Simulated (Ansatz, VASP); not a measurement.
**One calculation of Ti3H, two programs**

INCAR

```
SYSTEM = Ti3H
PREC = Accurate ; ENCUT = 520
EDIFF = 1E-6 ; ISMEAR = 0
SIGMA = 0.1 ; LREAL = .False.
LASPH = .True. ; NELM = 80
ALGO = Normal ; ISIF = 2
LWAVE = .False. ; LCHARG = .False.
LDIPOL = .True. ; IDIPOL = 3
DIPOL = 0.5 0.5 0.308 ; GGA = PE
NBANDS = 47
```

The input KPOINTS:

```
Automatic mesh
0
Gamma
  6 6 1
  0 0 0
```

POSCAR

```
Ti3H
1.0
    4.6037402166      0.0000000000      0.0000000000
   -2.3018701083      3.9869559800      0.0000000000
    0.0000000000      0.0000000000     22.4968207969
Ti H
6 2
Direct
    0.6666666667      0.3333333333      0.1778029010
    0.3333333333      0.6666666667      0.2195747826
    0.0000000000      0.0000000000      0.2613466643
    0.6666666667      0.3333333333      0.2980472831
    0.3333333333      0.6666666667      0.3304570154
    0.0000000000      0.0000000000      0.3776898467
    0.2925754216      0.7074245784      0.3976926730
    0.3740912451      0.6259087549      0.3976926730
```

Input for Ansatz:

```yaml
crystal:
  lattice:
    - [4.6037402166, 0.0, 0.0]
    - [-2.3018701083, 3.98695598, 0.0]
    - [0.0, 0.0, 22.4968207969]
  atoms:
    - { symbol: Ti, position: [0.6666666667, 0.3333333333, 0.177802901] }
    - { symbol: Ti, position: [0.3333333333, 0.6666666667, 0.2195747826] }
    - { symbol: Ti, position: [0.0, 0.0, 0.2613466643] }
    - { symbol: Ti, position: [0.6666666667, 0.3333333333, 0.2980472831] }
    - { symbol: Ti, position: [0.3333333333, 0.6666666667, 0.3304570154] }
    - { symbol: Ti, position: [0.0, 0.0, 0.3776898467] }
    - { symbol: H, position: [0.2925754216, 0.7074245784, 0.397692673] }
    - { symbol: H, position: [0.3740912451, 0.6259087549, 0.397692673] }
basis:
  ecutwfc: 420
kpoints:
  mp_grid: { grid: [6, 6, 1] }
hamiltonian:
  xc: pbe
  pseudopotentials: { kind: paw, azcp: { folder: soft_1 } }
scf:
  occupations: { method: gaussian, width: 0.1 }
output:
  forces: true
  eigenvalues: true
efield:
  axis: 3
  dipole_correction: true
  ramp_width: 0.04
```

Alike in both runs: task single point; functional PBE; k mesh 6 × 6 × 1; occupations gaussian, width 0.1 eV; no spin polarisation.

|  | VASP | Ansatz |
| --- | --- | --- |
| version | VASP 6.6.1 | Ansatz 0.2.0 |
| potentials or method | VASP PAW PBE potentials, release 64 (Ti_sv, H), cutoff 520 eV | scalar-relativistic, plane waves, PAW |
| valence electrons in the cell | 74 | 74 |

```csv
,VASP,Ansatz,Ansatz less VASP
gap on the k mesh at the Fermi level (eV),none,none,-
rms of the force components (eV/Å),2.838,2.817,-0.0216
```

Atom by atom the forces differ by 0.023 eV/Å (rms over components). A gap of «none» marks a metal or a gap that the smearing closes.
